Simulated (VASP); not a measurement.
# Pt (I4/mmm) in VASP: a series of runs, part 2 of 2

VASP 6.6.1. Earlier steps stand in the parts before.

### Step 4. Single point, PBEsol (strain +0.0400 x Voigt [0, 0, 1, 0, 0, 0])

File INCAR:

```
SYSTEM = Pt
ALGO = Fast ; EDIFF = 1E-6
ENCUT = 520 ; GGA = PS
ISIF = 2 ; ISMEAR = 0
LASPH = .True. ; LCHARG = .True.
LELF = .True. ; LREAL = .False.
LVHAR = .True. ; LWAVE = .False.
NBANDS = 11 ; NELM = 100
PREC = Accurate ; SIGMA = 0.15
```

File KPOINTS:

```
k-points
0
Gamma
  22 22 22
  0 0 0
```

File POSCAR:

```
Pt
1.0
   -1.5842200000      1.5842200000      1.6475888000
    1.5842200000     -1.5842200000      1.6475888000
    1.5842200000      1.5842200000     -1.6475888000
Pt
1
Direct
    0.0000000000      0.0000000000      0.0000000000
```

Potentials or basis: VASP PAW PBE potentials, release 64 (Pt).

The run is started by

```
$ cat potpaw_PBE.64/Pt/POTCAR > POTCAR
$ mpirun -np 1 vasp_std > vasp.out
```

OUTCAR:

```text
SYSTEM = Pt
   EDIFF = 1E-6
   ENCUT = 520
   GGA = PS
   ISIF = 2
   ISMEAR = 0
   LASPH = .True.
   LREAL = .False.
   NELM = 100
   PREC = Accurate

 ion  position               nearest neighbor table
   1  0.000  0.000  0.000-

  LATTYP: Found a body centered tetragonal cell.
 ALAT       =     3.1684400000
 C/A-ratio  =     1.0400000000

  Lattice vectors:

 A1 = (  -1.5842200000,   1.5842200000,   1.6475888000)
 A2 = (   1.5842200000,  -1.5842200000,   1.6475888000)
 A3 = (   1.5842200000,   1.5842200000,  -1.6475888000)

Analysis of symmetry for initial positions (statically):
=====================================================================
 Subroutine PRICEL returns:
 Original cell was already a primitive cell.

 Routine SETGRP: Setting up the symmetry group for a
 body centered tetragonal supercell.

 Subroutine GETGRP returns: Found 16 space group operations
 (whereof 16 operations were pure point group operations)
 out of a pool of 16 trial point group operations.

The static configuration has the point symmetry D_4h.

Analysis of symmetry for dynamics (positions and initial velocities):
=====================================================================
 Subroutine PRICEL returns:
 Original cell was already a primitive cell.

 Routine SETGRP: Setting up the symmetry group for a
 body centered tetragonal supercell.

 Subroutine GETGRP returns: Found 16 space group operations
 (whereof 16 operations were pure point group operations)
 out of a pool of 16 trial point group operations.

The dynamic configuration has the point symmetry D_4h.

 Subroutine INISYM returns: Found 16 space group operations
 (whereof 16 operations are pure point group operations),
 and found     1 'primitive' translations

----------------------------------------------------------------------------------------

                                     Primitive cell
[... 109 lines left out ...]
     AMIX_MAG =   1.60;   BMIX_MAG =  1.00
  volume/ion in A,a.u.               =      16.54       111.62
  Fermi-wavevector in a.u.,A,eV,Ry     =   1.384294  2.615936 26.072422  1.916269
  Thomas-Fermi vector in A             =   2.508811
   LORBIT       =      0    0 simple, 1 ext, 2 COOP (PROOUT), +10 PAW based schemes
   GGA     = PS    functional components
   LHFCALC =     F    Hartree Fock is set to
   AEXX    =    0.0000 exact exchange contribution
   IVDW    =     0    specifies the selected vdW correction
   LEPSILON=     F    determine dielectric tensor
   LRPA    =     F    only Hartree local field effects (RPA)
 non-spin polarized calculation
 RMM-DIIS sequential band-by-band and
 Gauss-broadening in eV      SIGMA  =   0.15
  energy-cutoff  :      520.00
  volume of cell :       16.54
 maximum number of plane-waves:       462
 NGX is ok and might be reduce to    24
   NGX = 11   NGY = 11   NGZ = 11

 number of electron      10.0000000 magnetization

 Free energy of the ion-electron system (eV)
  ---------------------------------------------------
  ext. energy  EPLUGINS =         0.00000000
  ---------------------------------------------------
  free energy    TOTEN  =        -6.77378362 eV

  energy without entropy =       -6.75996402  energy(sigma->0) =       -6.76687382

 E-fermi :   9.2163     XC(G=0): -13.0800

 val. band max:        9.2147634046   @ k =  -0.1364  -0.3182   0.0909
 cond. band min:       9.2218021421   @ k =  -0.1818   0.4545   0.0909
 fundamental gap:      0.0070387375
 Fermi energy:         9.2162865898

 k-point     1 :       0.0000    0.0000    0.0000
  band No.  band energies     occupation
      1       0.1245      2.00000
      2       5.8861      2.00000
      3       5.8861      2.00000
      4       6.1865      2.00000
      5       8.1158      2.00000
      6       8.4935      2.00000
      7      25.8500      0.00000
      8      26.5512      0.00000
      9      26.5512      0.00000
     10      34.7490      0.00000
     11      35.5164      0.00000
[... 309 lines left out ...]
 k-point    24 :      -0.4545    0.0455    0.0000
  band No.  band energies     occupation
      1       3.0970      2.00000
      2       4.8307      2.00000
      3       7.7525      2.00000
      4       8.3799      2.00000
      5       8.8439      1.99955
      6      10.1611      0.00000
      7      16.0771      0.00000
      8      22.8357      0.00000
      9      25.2216      0.00000
     10      32.4979      0.00000
     11      33.3038      0.00000

 [... further k-points ...]
[... 5 lines left out ...]
  --------------------------------------------------------------------------------------
  -------------------------------------------------------------------------------------
  Total       -2.0526602     -2.0526602     -1.7451660      0.0000000     -0.0000000      0.0000000
  in kB     -198.8327136   -198.8327136   -169.0470200      0.0000000     -0.0000000      0.0000000
  external PRESSURE =    -188.9041490 kB  Pullay stress =       0.0000000 kB

 VOLUME and BASIS-vectors are now :
 -----------------------------------------------------------------------------
  energy-cutoff  :      520.00
  volume of cell :       16.54
      direct lattice vectors                 reciprocal lattice vectors
    -1.584220000  1.584220000  1.647588800     0.000000000  0.315612731  0.303473779
     1.584220000 -1.584220000  1.647588800     0.315612731  0.000000000  0.303473779
     1.584220000  1.584220000 -1.647588800     0.315612731  0.315612731  0.000000000

 POSITION                                       TOTAL-FORCE (eV/Angst)
 -----------------------------------------------------------------------------------
      0.00000      0.00000      0.00000         0.000000      0.000000      0.000000
 -----------------------------------------------------------------------------------
    total drift:                                0.000000      0.000000     -0.000000

  FREE ENERGIE OF THE ION-ELECTRON SYSTEM (eV)
  ---------------------------------------------------
  free  energy   TOTEN  =        -6.7737836213 eV

  energy  without entropy=       -6.7599640186  energy(sigma->0) =       -6.76687382
```

OSZICAR:

```text
N       E                     dE             d eps       ncg     rms          rms(c)
DAV:   1     0.384883598424E+02    0.38488E+02   -0.53052E+03 18748   0.837E+02
DAV:   2    -0.660022469376E+01   -0.45089E+02   -0.43143E+02 20835   0.172E+02
DAV:   3    -0.721688042281E+01   -0.61666E+00   -0.61314E+00 21391   0.192E+01
DAV:   4    -0.721936364936E+01   -0.24832E-02   -0.24830E-02 21196   0.144E+00
DAV:   5    -0.721938464467E+01   -0.20995E-04   -0.20996E-04 21698   0.124E-01    0.991E+00
RMM:   6    -0.680790640293E+01    0.41148E+00   -0.44993E-01 18381   0.557E+00    0.503E+00
RMM:   7    -0.677704754475E+01    0.30859E-01   -0.57282E-02 19253   0.215E+00    0.230E+00
RMM:   8    -0.677420645733E+01    0.28411E-02   -0.73366E-03 19857   0.750E-01    0.631E-01
RMM:   9    -0.677376806184E+01    0.43840E-03   -0.10390E-03 21065   0.275E-01    0.320E-02
RMM:  10    -0.677378314981E+01   -0.15088E-04   -0.14065E-04 21199   0.901E-02    0.387E-02
RMM:  11    -0.677378301156E+01    0.13825E-06   -0.11745E-05 21613   0.264E-02    0.101E-02
RMM:  12    -0.677378362134E+01   -0.60978E-06   -0.28787E-06 17798   0.111E-02
   1 F= -.67737836E+01 E0= -.67668738E+01  d E =-.138196E-01
```

It took 57 s on 1 thread of Intel Xeon 6975P-C (Granite Rapids), shared host; peak memory 0.27 GiB.

What came out:

| Property | Result |
| --- | --- |
| Free energy | -6.7738 eV |
| Pressure | -18.9 GPa |
| Band gap on the k mesh | zero (band 5 reaches 10.21 eV, above the bottom of band 6 at 8.20 eV) |

Caveat: the cell differs from its parent crystal (strain +0.0400 x Voigt [0, 0, 1, 0, 0, 0]); the PAW data sets were made with another functional, which shifts forces and pressure a little; spin-orbit coupling is left out, which moves the levels of the heavy elements.

### Step 5. Single point, PBEsol (strain -0.0400 x Voigt [0, 0, 1, 0, 0, 0])

File INCAR:

```
SYSTEM = Pt
PREC = Accurate ; ENCUT = 520
EDIFF = 1E-6 ; ISMEAR = 0
SIGMA = 0.15 ; LREAL = .False.
LASPH = .True. ; NELM = 60
ALGO = Fast ; ISIF = 2
LWAVE = .False. ; LCHARG = .True.
GGA = PS ; LELF = .True.
LVHAR = .True. ; NBANDS = 11
```

File KPOINTS:

```
regular mesh
0
Gamma
  22 22 22
  0 0 0
```

File POSCAR:

```
Pt
1.0
   -1.5842200000      1.5842200000      1.5208512000
    1.5842200000     -1.5842200000      1.5208512000
    1.5842200000      1.5842200000     -1.5208512000
Pt
1
Direct
    0.0000000000      0.0000000000      0.0000000000
```

The run is started by

```
$ cat potpaw_PBE.64/Pt/POTCAR > POTCAR
$ mpirun -np 1 vasp_std > vasp.out
```

It took 46 s on 1 thread of Intel Xeon 6975P-C (Granite Rapids), shared host; peak memory 0.24 GiB.

Results (log left out):

```
Free energy            : -6.8611 eV
Pressure               : -1.5 GPa
Band gap on the k mesh : zero (band 5 reaches 11.74 eV, above the bottom of band 6 at 9.47 eV)
```

Stress tensor (GPa, compression positive):
```
 0.02  0.00  0.00
 0.00  0.02  0.00
 0.00  0.00 -4.56
```

Levels at points of the mesh, in eV from the Fermi level:
```
           k point  band 2  band 3  band 4  band 5  band 6  band 7  band 8  band 9
(0.00, 0.00, 0.00)   -3.90   -3.53   -3.53   -1.29   -0.79   16.82   16.82   17.66
(0.50, 0.00, 0.00)   -5.29   -1.14   -0.51    0.20    1.16    6.70   13.11   15.78
(0.50, 0.50, 0.00)   -4.90   -1.54   -0.80   -0.07    1.09    6.34   13.57   16.79
(0.50, 0.50, 0.50)   -6.41    0.54    0.54    0.67    7.29    7.29    8.55   13.17
```

Caveat: the cell differs from its parent crystal (strain -0.0400 x Voigt [0, 0, 1, 0, 0, 0]); the PAW data sets were made with another functional, which shifts forces and pressure a little; spin-orbit coupling is left out, which moves the levels of the heavy elements.

### Step 6. The runs side by side

| cell | gap on the mesh (eV) | pressure (GPa) |
| --- | --- | --- |
| a = 2.772 Å, angles 110.3, 110.3, 107.9°, 1 atom | none | -17.2 |
| a = 2.776 Å, angles 110.4, 110.4, 107.6°, 1 atom | none | -18.0 |
| a = 2.781 Å, angles 110.5, 110.5, 107.3°, 1 atom | none | -18.9 |
| a = 2.708 Å, angles 108.4, 108.4, 111.7°, 1 atom | none | -1.5 |

Alike in all rows: task single point; level PBEsol; potentials or basis VASP PAW PBE potentials, release 64 (Pt); no spin polarisation; k mesh 22 × 22 × 22; cutoff (eV) 520; smearing gaussian 0.15 eV.

Caveats: the PAW data sets were made with another functional, which shifts forces and pressure a little; spin-orbit coupling is left out, which moves the levels of the heavy elements.

Total energies depend on the potentials used, so only differences within one code and one set of settings carry meaning.
